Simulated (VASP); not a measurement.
# Mg (P6/mmm) in VASP: a series of runs

Runs on Mg. Level: PBE. Tasks: relaxation of cell and atoms.

Program: VASP 6.6.1. These are calculated values, not measurements. Logs are shortened: lines on timing, memory, paths and dates and some standing lists are left out, and cuts for length are marked.

## Step 1: The cell of the first run

Symmetry: P6/mmm, No. 191, hexagonal system. The conventional cell has a = 2.828 Å, b = 2.828 Å, c = 2.658 Å, α = 90.00°, β = 90.00°, γ = 120.00°. Within 3.5 Å of Mg (site symmetry 6/mmm) lie 8 Mg at 2.66 to 2.83 Å.

This isn't the form of Mg at room conditions, which is hcp.

## Step 2: Relaxation of cell and atoms, PBE, target pressure 15 GPa, at which the enthalpy is minimised

INCAR reads:

```
PREC = Accurate ; ENCUT = 600
EDIFF = 1E-6 ; ISMEAR = -1
SIGMA = 0.1 ; LREAL = False
LASPH = True ; NELM = 60
ALGO = Normal ; ISIF = 3
LWAVE = False ; LCHARG = False
GGA = PE ; IBRION = 2
NSW = 60 ; EDIFFG = -0.005
PSTRESS = 150.0
```

KPOINTS reads:

```
regular mesh
0
Gamma
  16 16 14
```

POSCAR reads:

```
Mg
1.0
    2.8277616285      0.0000000000      0.0000000000
   -1.4138808143      2.4489134062      0.0000000000
    0.0000000000      0.0000000000      2.6580959308
Mg
1
Direct
    0.0000000000      0.0000000000      0.0000000000
```

Potentials or basis: VASP PAW PBE potentials, release 64 (Mg).

Run with:

```console
> cat potpaw_PBE.64/Mg/POTCAR > POTCAR
> mpirun -np 1 vasp_std > vasp.out
```

OUTCAR:

```text
PREC = Accurate
   ENCUT = 600
   EDIFF = 1E-6
   ISMEAR = -1
   LREAL = False
   LASPH = True
   NELM = 60
   ISIF = 3
   GGA = PE
   IBRION = 2
   NSW = 60
   EDIFFG = -0.005
   PSTRESS = 150.0

 ion  position               nearest neighbor table
   1  0.000  0.000  0.000-

  LATTYP: Found a hexagonal cell.
 ALAT       =     2.8277616285
 C/A-ratio  =     0.9400000000

  Lattice vectors:

 A1 = (   2.8277616285,   0.0000000000,   0.0000000000)
 A2 = (  -1.4138808143,   2.4489134062,   0.0000000000)
 A3 = (   0.0000000000,   0.0000000000,   2.6580959308)

Analysis of symmetry for initial positions (statically):
=====================================================================
 Subroutine PRICEL returns:
 Original cell was already a primitive cell.

 Routine SETGRP: Setting up the symmetry group for a
 hexagonal supercell.

 Subroutine GETGRP returns: Found 24 space group operations
 (whereof 24 operations were pure point group operations)
 out of a pool of 24 trial point group operations.

The static configuration has the point symmetry D_6h.

Analysis of symmetry for dynamics (positions and initial velocities):
=====================================================================
 Subroutine PRICEL returns:
 Original cell was already a primitive cell.

 Routine SETGRP: Setting up the symmetry group for a
 hexagonal supercell.

 Subroutine GETGRP returns: Found 24 space group operations
 (whereof 24 operations were pure point group operations)
 out of a pool of 24 trial point group operations.

The dynamic configuration has the point symmetry D_6h.

 Subroutine INISYM returns: Found 24 space group operations
 (whereof 24 operations are pure point group operations),
 and found     1 'primitive' translations

----------------------------------------------------------------------------------------

                                     Primitive cell

  volume of cell :      18.4072

  direct lattice vectors                    reciprocal lattice vectors
     2.827761628  0.000000000  0.000000000     0.353636597  0.204172185  0.000000000
    -1.413880814  2.448913406  0.000000000     0.000000000  0.408344369  0.000000000
     0.000000000  0.000000000  2.658095931     0.000000000  0.000000000  0.376209146

  length of vectors
     2.827761628  2.827761629  2.658095931     0.408344369  0.408344369  0.376209146

  position of ions in fractional coordinates (direct lattice)
     0.000000000  0.000000000  0.000000000

  ion indices of the primitive-cell ions
   primitive index   ion index
                 1           1

----------------------------------------------------------------------------------------

 KPOINTS: regular mesh

Automatic generation of k-mesh.
 Grid dimensions read from file:
 generate k-points for:   16   16   14

 Generating k-lattice:

  Cartesian coordinates                     Fractional coordinates (reciprocal lattice)
     0.022102287  0.012760762  0.000000000     0.062500000  0.000000000  0.000000000
     0.000000000  0.025521523  0.000000000     0.000000000  0.062500000  0.000000000
     0.000000000  0.000000000  0.026872082     0.000000000  0.000000000  0.071428571

  Length of vectors
     0.025521523  0.025521523  0.026872082

  Shift w.r.t. Gamma in fractional coordinates (k-lattice)
     0.000000000  0.000000000  0.000000000

 Subroutine IBZKPT returns following result:
 ===========================================

 Found    240 irreducible k-points:

 Following reciprocal coordinates:
            Coordinates               Weight
  0.000000  0.000000  0.000000      1.000000
  0.062500  0.000000  0.000000      6.000000
  0.125000  0.000000  0.000000      6.000000
  0.187500  0.000000  0.000000      6.000000
  0.250000  0.000000  0.000000      6.000000
  0.312500  0.000000  0.000000      6.000000
[... 16 lines left out ...]
  0.187500  0.187500  0.000000      6.000000
  0.250000  0.187500  0.000000     12.000000
 [... further k-points ...]
   k-points           NKPTS =    240   k-points in BZ     NKDIM =    240   number of bands    NBANDS=      5
   number of dos      NEDOS =    301   number of ions     NIONS =      1
   total plane-waves  NPLWV =  13824
   dimension x,y,z NGX =    24 NGY =   24 NGZ =   24
   dimension x,y,z NGXF=    48 NGYF=   48 NGZF=   48
   ions per type =               1
   NGX,Y,Z   is equivalent  to a cutoff of  14.11, 14.11, 15.01 a.u.
   NGXF,Y,Z  is equivalent  to a cutoff of  28.22, 28.22, 30.02 a.u.
 SYSTEM =  unknown system
   PREC   = accura    normal or accurate (medium, high low for compatibility)
   ISTART =      0    job   : 0-new  1-cont  2-samecut
   ICHARG =      2    charge: 1-file 2-atom 10-const
   ISPIN  =      1    spin polarized calculation?
   LNONCOLLINEAR =      F non collinear calculations
   LSORBIT =      F    spin-orbit coupling
   LASPH  =      T    aspherical Exc in radial PAW
   ENCUT  =  600.0 eV  44.10 Ry    6.64 a.u.   5.65  5.65  5.31*2*pi/ulx,y,z
   NELM   =     60;   NELMIN=  2; NELMDL= -5     # of ELM steps
   EDIFF  = 0.1E-05   stopping-criterion for ELM
   LREAL  =      F    real-space projection
   EDIFFG = -.5E-02   stopping-criterion for IOM
   NSW    =     60    number of steps for IOM
   IBRION =      2    ionic relax: 0-MD 1-quasi-New 2-CG
   NFREE  =      1    steps in history (QN), initial steepest desc. (CG)
   ISIF   =      3    stress and relaxation
   ISYM   =      2    0-nonsym 1-usesym 2-fastsym
   POTIM  = 0.5000    time-step for ionic-motion
   TEBEG  =    0.0;   TEEND  =   0.0 temperature during run
   PSTRESS=  150.0 pullay stress
   NELECT =       2.0000    total number of electrons
   NUPDOWN=      -1.0000    fix difference up-down
   EMIN   =  10.00;   EMAX   =-10.00  energy-range for DOS
   EFERMI =   0.00;   METHOD = LEGACY
   ISMEAR =    -1;   SIGMA  =   0.10  broadening in eV -4-tet -1-fermi 0-gaus
   EFERMI_NEDOS =   21; number of points for ismear=-14 and -15
   IALGO  =     38    algorithm
   IMIX   =      4    mixing-type and parameters
     AMIX     =   0.40;   BMIX     =  1.00
     AMIX_MAG =   1.60;   BMIX_MAG =  1.00
  volume/ion in A,a.u.               =      18.41       124.22
  Fermi-wavevector in a.u.,A,eV,Ry     =   0.781189  1.476232  8.303031  0.610256
  Thomas-Fermi vector in A             =   1.884655
   LORBIT       =      0    0 simple, 1 ext, 2 COOP (PROOUT), +10 PAW based schemes
   GGA     = PE    functional components
   LHFCALC =     F    Hartree Fock is set to
   AEXX    =    0.0000 exact exchange contribution
   IVDW    =     0    specifies the selected vdW correction
   LEPSILON=     F    determine dielectric tensor
   LRPA    =     F    only Hartree local field effects (RPA)
 conjugate gradient relaxation of ions
 non-spin polarized calculation
  energy-cutoff  :      600.00
  volume of cell :       18.41
 maximum number of plane-waves:       630
 NGX is ok and might be reduce to    24
   NGX = 11   NGY = 11   NGZ = 11

--------------------------------------- Ionic step        1  -------------------------------------------

 number of electron       2.0000000 magnetization

 Free energy of the ion-electron system (eV)
  ---------------------------------------------------
  ext. energy  EPLUGINS =         0.00000000
  ---------------------------------------------------
  free energy    TOTEN  =        -1.00040205 eV

  energy without entropy =       -0.98840105  energy(sigma->0) =       -0.99440155

------------------------ aborting loop because EDIFF is reached ----------------------------------------

  FORCE on cell =-STRESS in cart. coord.  units (eV):
  Direction    XX          YY          ZZ          XY          YZ          ZX
  --------------------------------------------------------------------------------------
  -------------------------------------------------------------------------------------
  Total        1.7427419      1.7427419      2.1818056     -0.0000000     -0.0000000      0.0000000
  in kB      151.6899418    151.6899419    189.9064708     -0.0000000     -0.0000000      0.0000000
  external PRESSURE =      14.4287848 kB  Pullay stress =     150.0000000 kB
[... 133 lines left out ...]
  enthalpy is  TOTEN    =         0.7183302263 eV   P V=        1.7572172390

--------------------------------------- Ionic step        5  -------------------------------------------

 number of electron       2.0000000 magnetization

 Free energy of the ion-electron system (eV)
  ---------------------------------------------------
  ext. energy  EPLUGINS =         0.00000000
  ---------------------------------------------------
  free energy    TOTEN  =        -1.03983727 eV

  energy without entropy =       -1.02813893  energy(sigma->0) =       -1.03398810

 E-fermi :   3.8141     XC(G=0):  -9.1255

 val. band max:        3.7548429253   @ k =   0.4375   0.0000   0.0714
 cond. band min:       3.8568243943   @ k =   0.2500   0.0000   0.4286
 fundamental gap:      0.1019814690
 Fermi energy:         3.8141024394

 k-point     1 :       0.0000    0.0000    0.0000
  band No.  band energies     occupation
      1      -4.0623      2.00000
      2      13.2716      0.00000
      3      15.4571      0.00000
      4      17.6463      0.00000
      5      17.6463      0.00000

 k-point     2 :       0.0625    0.0000    0.0000
  band No.  band energies     occupation
      1      -3.9638      2.00000
      2      13.2312      0.00000
      3      15.5309      0.00000
      4      16.1742      0.00000
      5      17.1792      0.00000
[... 169 lines left out ...]
 k-point    24 :       0.2500    0.1875    0.0000
  band No.  band energies     occupation
      1      -0.5048      2.00000
      2       6.6739      0.00000
      3       8.5424      0.00000
      4      17.9650      0.00000
      5      18.1885      0.00000

 [... further k-points ...]
[... 5 lines left out ...]
  --------------------------------------------------------------------------------------
  -------------------------------------------------------------------------------------
  Total        1.7586939      1.7586939      1.7576495     -0.0000000      0.0000000     -0.0000000
  in kB      150.0451443    150.0451443    149.9560408     -0.0000000      0.0000000     -0.0000000
  external PRESSURE =       0.0154431 kB  Pullay stress =     150.0000000 kB
[... 16 lines left out ...]
  FREE ENERGIE OF THE ION-ELECTRON SYSTEM (eV)
  ---------------------------------------------------
  free  energy   TOTEN  =        -1.0398372660 eV

  energy  without entropy=       -1.0281389261  energy(sigma->0) =       -1.03398810

  enthalpy is  TOTEN    =         0.7183274865 eV   P V=        1.7581647525

 reached required accuracy - stopping structural energy minimisation
```

Wall time 22 s (1 thread of AMD EPYC 9R45 (Zen 5), shared host); peak memory 0.14 GiB.

What came out:

* Free energy: -1.0398 eV
* Relaxed volume: 18.78 Å³/atom
* Relaxed cell: a = 2.828 Å, b = 2.828 Å, c = 2.712 Å, α = 90.00°, β = 90.00°, γ = 120.00°
* Space group after relaxing (to 0.1 Å): P6/mmm (No. 191)
* Energy change on relaxing (the run minimises the enthalpy): -39.4 meV/atom
* Ionic steps: 5
* Pressure after relaxing: 15.0 GPa
* Band gap on the k mesh: zero (bands 1 and 2 overlap by 6.15 eV)

Step by step:
```csv
step,energy change (eV),largest force (eV/Å),pressure (GPa),volume (Å³)
1,0.0000,0.0000,16.44,18.41
2,-0.0460,0.0000,14.72,18.85
3,-0.0424,0.0000,14.86,18.81
4,-0.0385,0.0000,15.05,18.77
5,-0.0394,0.0000,15.00,18.78
```

Final structure:
```cif
data_structure
_symmetry_space_group_name_H-M 'P 1'
_symmetry_Int_Tables_number 1
_cell_length_a 2.8276
_cell_length_b 2.8276
_cell_length_c 2.7122
_cell_angle_alpha 90.000
_cell_angle_beta 90.000
_cell_angle_gamma 120.000
_cell_volume 18.78
loop_
_atom_site_label
_atom_site_type_symbol
_atom_site_fract_x
_atom_site_fract_y
_atom_site_fract_z
_atom_site_occupancy
Mg1 Mg 0.00000 0.00000 0.00000 1
```

Caveat: the cell is relaxed towards a set pressure, so the run minimises the enthalpy, not the energy.

## Step 3: Relaxation of cell and atoms, PBE, target pressure 15 GPa, at which the enthalpy is minimised

This run uses another cell than the first one, of 18.78 Å³/atom.

INCAR reads:

```
PREC = Accurate
ENCUT = 600
EDIFF = 1E-7
ISMEAR = -1
SIGMA = 0.1
LREAL = False
LASPH = True
NELM = 60
ALGO = Normal
ISIF = 3
LWAVE = False
LCHARG = False
GGA = PE
IBRION = 2
NSW = 32
EDIFFG = -0.005
PSTRESS = 150.0
```

KPOINTS reads:

```
Automatic mesh
0
Gamma
  16 16 14
```

POSCAR reads:

```
Mg
1.0
    2.8277584549      0.0000000000      0.0000000000
   -1.4138792275      2.4489106577      0.0000000000
    0.0000000000      0.0000000000      2.7124876600
Mg
1
Direct
    0.0000000000      0.0000000000      0.0000000000
```

Potentials or basis: VASP PAW PBE potentials, release 64 (Mg).

Run with:

```console
> cat potpaw_PBE.64/Mg/POTCAR > POTCAR
> mpirun -np 1 vasp_std > vasp.out
```

It took 10 s on 1 thread of AMD EPYC 9R45 (Zen 5), shared host; peak memory 0.13 GiB.

It converged, with:

- Free energy: -1.0403 eV
- Pressure after relaxing: 15.0 GPa
- Band gap on the k mesh: zero (bands 1 and 2 overlap by 6.15 eV)

Final structure:
```
Mg
1.0
     2.82776    0.00000    0.00000
    -1.41388    2.44891    0.00000
     0.00000    0.00000    2.71249
Mg
1
Direct
  0.00000 0.00000 0.00000
```

Levels at points of the mesh, in eV from the Fermi level:
| k point | band 1 | band 2 | band 3 | band 4 | band 5 |
| --- | --- | --- | --- | --- | --- |
| (0.00, 0.00, 0.00) | -7.88 | 9.46 | 11.64 | 13.83 | 13.83 |
| (0.50, 0.00, 0.00) | -2.18 | -1.36 | 9.08 | 9.95 | 15.58 |
| (0.00, 0.00, 0.50) | -2.95 | -2.82 | 16.82 | 16.82 | 18.03 |
| (0.50, 0.00, 0.50) | 2.10 | 2.77 | 2.80 | 4.27 | 13.54 |

Caveat: the cell is relaxed towards a set pressure, so the run minimises the enthalpy, not the energy.

The gap in the log of VASP goes by the Fermi energy; the results here count the filled bands.